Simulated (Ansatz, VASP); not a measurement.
## Lu: VASP beside Ansatz

```
Lu
1.0
    -1.75850    1.75850    1.75850
     1.75850   -1.75850    1.75850
     1.75850    1.75850   -1.75850
Lu
1
Cartesian
  0.0000 0.0000 0.0000
```

Change from the starting cell: volume scaled by 0.78, LAPW.

Alike in both runs: task single point; functional PBEsol; k mesh 16 × 16 × 16; occupations fermi-dirac, width 0.05 eV; no spin polarisation.

```csv
,VASP,Ansatz
version,VASP 6.6.1,Ansatz 0.2.0
potentials or method,"VASP PAW PBE potentials, release 64 (Lu), cutoff 520 eV","all-electron LAPW, scalar-relativistic"
```

```csv
,VASP,Ansatz,Ansatz less VASP
pressure (GPa),17.2,16.7,-0.48
```

VASP's potentials were made for PBE, not for PBEsol. Ansatz ran all-electron here, and VASP with PAW potentials.

Neither program's run includes spin-orbit coupling.
